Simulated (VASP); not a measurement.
# Al2O3 (R-3c) in VASP: notebook, part 2 of 2

VASP 6.6.1. Earlier steps stand in the parts before.

## (3) Relaxation of cell and atoms, LDA

This run uses another cell than the first one, of 8.76 Å³/atom.

File INCAR:

```
SYSTEM = Al2O3
  PREC = Accurate
  ENCUT = 600
  EDIFF = 1E-7
  ISMEAR = 0
  SIGMA = 0.02
  LREAL = .FALSE.
  LASPH = .TRUE.
  NELM = 80
  ALGO = Normal
  ISIF = 3
  LWAVE = .FALSE.
  LCHARG = .FALSE.
  IBRION = 2
  NSW = 70
  EDIFFG = -0.005
```

File KPOINTS:

```
Automatic mesh
0
G
  6 6 6
  0 0 0
```

File POSCAR:

```
Al2O3
1.0
    2.4043547729      1.3881548753      4.3744983371
   -2.4043547729      1.3881548753      4.3744983371
    0.0000000000     -2.7763097507      4.3744983370
Al O
4 6
Direct
    0.3521453631      0.3521453631      0.3521453631
    0.1478546369      0.1478546369      0.1478546369
    0.6478546369      0.6478546369      0.6478546369
    0.8521453631      0.8521453631      0.8521453631
    0.5561715226      0.9438284774      0.2500000000
    0.2500000000      0.5561715226      0.9438284774
    0.9438284774      0.2500000000      0.5561715226
    0.4438284774      0.0561715226      0.7500000000
    0.7500000000      0.4438284774      0.0561715226
    0.0561715226      0.7500000000      0.4438284774
```

Potentials or basis: VASP PAW LDA potentials, release 64 (Al, O).

Command:

```console
> cat potpaw_LDA.64/Al/POTCAR potpaw_LDA.64/O/POTCAR > POTCAR
> mpirun -np 1 vasp_std > vasp.out
```

OUTCAR:

```text
SYSTEM = Al2O3
   PREC = Accurate
   ENCUT = 600
   EDIFF = 1E-7
   ISMEAR = 0
   LREAL = .FALSE.
   LASPH = .TRUE.
   NELM = 80
   ISIF = 3
   IBRION = 2
   NSW = 70
   EDIFFG = -0.005

 ion  position               nearest neighbor table
   1  0.352  0.352  0.352-   8 1.87   9 1.87  10 1.87   6 1.99   7 1.99   5 1.99   2 2.68   3 2.82
                             3 2.82   3 2.82   2 3.25   2 3.25   2 3.25
   2  0.148  0.148  0.148-   8 1.87  10 1.87   9 1.87   7 1.99   6 1.99   5 1.99   1 2.68   4 2.82
                             4 2.82   4 2.82   1 3.25   1 3.25   1 3.25
   3  0.648  0.648  0.648-   5 1.87   6 1.87   7 1.87   9 1.99  10 1.99   8 1.99   4 2.68   1 2.82
                             1 2.82   1 2.82   4 3.25   4 3.25   4 3.25
   4  0.852  0.852  0.852-   5 1.87   7 1.87   6 1.87  10 1.99   9 1.99   8 1.99   3 2.68   2 2.82
                             2 2.82   2 2.82   3 3.25   3 3.25   3 3.25
   5  0.556  0.944  0.250-   3 1.87   4 1.87   1 1.99   2 1.99
   6  0.250  0.556  0.944-   3 1.87   4 1.87   1 1.99   2 1.99
   7  0.944  0.250  0.556-   4 1.87   3 1.87   2 1.99   1 1.99
   8  0.444  0.056  0.750-   1 1.87   2 1.87   3 1.99   4 1.99
   9  0.750  0.444  0.056-   1 1.87   2 1.87   3 1.99   4 1.99
  10  0.056  0.750  0.444-   2 1.87   1 1.87   4 1.99   3 1.99

  LATTYP: Found a trigonal (rhomboedric) cell.
 ALAT       =     5.1811322636
 COS(alpha) =     0.5692971578

  Lattice vectors:

 A1 = (   2.4043547729,   1.3881548753,   4.3744983371)
 A2 = (  -2.4043547729,   1.3881548753,   4.3744983371)
 A3 = (   0.0000000000,  -2.7763097507,   4.3744983370)

Analysis of symmetry for initial positions (statically):
=====================================================================
 Subroutine PRICEL returns:
 Original cell was already a primitive cell.

 Routine SETGRP: Setting up the symmetry group for a
 trigonal (rhombohedral) supercell.

 Subroutine GETGRP returns: Found 12 space group operations
 (whereof  6 operations were pure point group operations)
 out of a pool of 12 trial point group operations.

The static configuration has the point symmetry S_6 .
 The point group associated with its full space group is D_3d.

Analysis of symmetry for dynamics (positions and initial velocities):
[... 159 lines left out ...]
 conjugate gradient relaxation of ions
 non-spin polarized calculation
 Gauss-broadening in eV      SIGMA  =   0.02
  energy-cutoff  :      600.00
  volume of cell :       87.60
 maximum number of plane-waves:      2964
 NGX is ok and might be reduce to    42
   NGX = 21   NGY = 21   NGZ = 21

--------------------------------------- Ionic step        1  -------------------------------------------

 number of electron      47.9999999 magnetization

 Free energy of the ion-electron system (eV)
  ---------------------------------------------------
  ext. energy  EPLUGINS =         0.00000000
  ---------------------------------------------------
  free energy    TOTEN  =       -82.98145453 eV

  energy without entropy =      -82.98145453  energy(sigma->0) =      -82.98145453

------------------------ aborting loop because EDIFF is reached ----------------------------------------

  FORCE on cell =-STRESS in cart. coord.  units (eV):
  Direction    XX          YY          ZZ          XY          YZ          ZX
  --------------------------------------------------------------------------------------
  -------------------------------------------------------------------------------------
  Total       -6.4043174     -6.4043174     -6.3115925      0.0000000     -0.0000000      0.0000000
  in kB     -117.1298125   -117.1298125   -115.4339503      0.0000000     -0.0000000      0.0000000
  external PRESSURE =    -116.5645251 kB  Pullay stress =       0.0000000 kB
[... 295 lines left out ...]
--------------------------------------- Ionic step        8  -------------------------------------------

 number of electron      48.0000004 magnetization

 Free energy of the ion-electron system (eV)
  ---------------------------------------------------
  ext. energy  EPLUGINS =         0.00000000
  ---------------------------------------------------
  free energy    TOTEN  =       -83.14311564 eV

  energy without entropy =      -83.14311564  energy(sigma->0) =      -83.14311564

 E-fermi :   6.1251     XC(G=0): -12.2606

 val. band max:        6.0450855713   @ k =   0.0000   0.0000   0.0000
 cond. band min:      12.4663957414   @ k =   0.0000   0.0000   0.0000
 fundamental gap:      6.4213101701
 Fermi energy:         6.1250503222

 k-point     1 :       0.0000    0.0000    0.0000
  band No.  band energies     occupation
      1     -13.1298      2.00000
      2     -10.6169      2.00000
      3     -10.3134      2.00000
      4     -10.3134      2.00000
      5      -9.9707      2.00000
      6      -9.9707      2.00000
[... 781 lines left out ...]
     29      16.6113      0.00000
     30      17.1673      0.00000

 [... further k-points ...]

------------------------ aborting loop because EDIFF is reached ----------------------------------------

  FORCE on cell =-STRESS in cart. coord.  units (eV):
  Direction    XX          YY          ZZ          XY          YZ          ZX
  --------------------------------------------------------------------------------------
  -------------------------------------------------------------------------------------
  Total       -0.0021467     -0.0021467     -0.0026707      0.0000000     -0.0000000      0.0000000
  in kB       -0.0412569     -0.0412569     -0.0513283      0.0000000     -0.0000000      0.0000000
  external PRESSURE =      -0.0446141 kB  Pullay stress =       0.0000000 kB
[... 25 lines left out ...]
  FREE ENERGIE OF THE ION-ELECTRON SYSTEM (eV)
  ---------------------------------------------------
  free  energy   TOTEN  =       -83.1431156437 eV

  energy  without entropy=      -83.1431156437  energy(sigma->0) =      -83.14311564

 reached required accuracy - stopping structural energy minimisation
```

CONTCAR:

```text
Al2O3
   1.00000000000000
     2.3661734389444509    1.3661108718635147    4.2982480754287771
    -2.3661734389444509    1.3661108718635147    4.2982480754287771
    -0.0000000000000000   -2.7322217438287075    4.2982480753315544
  Al              O
     4     6
Direct
     0.3519932065829842    0.3519932065829842    0.3519932065829841
     0.1480067934170158    0.1480067934170158    0.1480067934170159
     0.6480067934170158    0.6480067934170158    0.6480067934170159
     0.8519932065829842    0.8519932065829842    0.8519932065829841
     0.5557410497140769    0.9442589502859231    0.2500000000000000
     0.2499999999999998    0.5557410497140767    0.9442589502859238
     0.9442589502859233    0.2500000000000002    0.5557410497140762
     0.4442589502859232    0.0557410497140769    0.7500000000000000
     0.7500000000000002    0.4442589502859234    0.0557410497140762
     0.0557410497140767    0.7499999999999998    0.4442589502859238

  0.00000000E+00  0.00000000E+00  0.00000000E+00
  0.00000000E+00  0.00000000E+00  0.00000000E+00
  0.00000000E+00  0.00000000E+00  0.00000000E+00
  0.00000000E+00  0.00000000E+00  0.00000000E+00
  0.00000000E+00  0.00000000E+00  0.00000000E+00
  0.00000000E+00  0.00000000E+00  0.00000000E+00
  0.00000000E+00  0.00000000E+00  0.00000000E+00
  0.00000000E+00  0.00000000E+00  0.00000000E+00
  0.00000000E+00  0.00000000E+00  0.00000000E+00
  0.00000000E+00  0.00000000E+00  0.00000000E+00
```

Wall time 11 min (1 thread of Intel Xeon Platinum 8259CL at 2.50GHz (Skylake/Cascade Lake), shared host); peak memory 0.26 GiB.

What came out:

* Free energy: -83.1431 eV
* Relaxed volume: 8.34 Å³/atom
* Relaxed cell: a = 5.093 Å, b = 5.093 Å, c = 5.093 Å, α = 55.37°, β = 55.37°, γ = 55.37°
* Space group after relaxing (to 0.1 Å): R-3c (No. 167)
* Energy gained by relaxing: 16.2 meV/atom
* Ionic steps: 8
* Pressure after relaxing: 0.0 GPa
* Band gap on the k mesh: 6.42 eV

Step by step:
| step | energy change (eV) | largest force (eV/Å) | pressure (GPa) | volume (Å³) |
| --- | --- | --- | --- | --- |
| 1 | 0.0000 | 0.1008 | -11.66 | 87.60 |
| 2 | -0.0233 | 0.1328 | 12.64 | 79.77 |
| 3 | -0.1613 | 0.0350 | -0.09 | 83.40 |
| 4 | -0.1612 | 0.0351 | 0.16 | 83.32 |
| 5 | -0.1616 | 0.0074 | 0.18 | 83.30 |
| 6 | -0.1616 | 0.0034 | 0.18 | 83.31 |
| 7 | -0.1616 | 0.0019 | -0.13 | 83.40 |
| 8 | -0.1617 | 0.0010 | 0.00 | 83.36 |

Final structure:
```yaml
crystal:
  lattice:
    - [2.36617, 1.36611, 4.29825]
    - [-2.36617, 1.36611, 4.29825]
    - [0.00000, -2.73222, 4.29825]
  atoms:
    - { symbol: Al, position: [0.35199, 0.35199, 0.35199] }
    - { symbol: Al, position: [0.14801, 0.14801, 0.14801] }
    - { symbol: Al, position: [0.64801, 0.64801, 0.64801] }
    - { symbol: Al, position: [0.85199, 0.85199, 0.85199] }
    - { symbol: O, position: [0.55574, 0.94426, 0.25000] }
    - { symbol: O, position: [0.25000, 0.55574, 0.94426] }
    - { symbol: O, position: [0.94426, 0.25000, 0.55574] }
    - { symbol: O, position: [0.44426, 0.05574, 0.75000] }
    - { symbol: O, position: [0.75000, 0.44426, 0.05574] }
    - { symbol: O, position: [0.05574, 0.75000, 0.44426] }
```

A k mesh can miss the band edges. LDA usually gives volumes a few per cent too small.
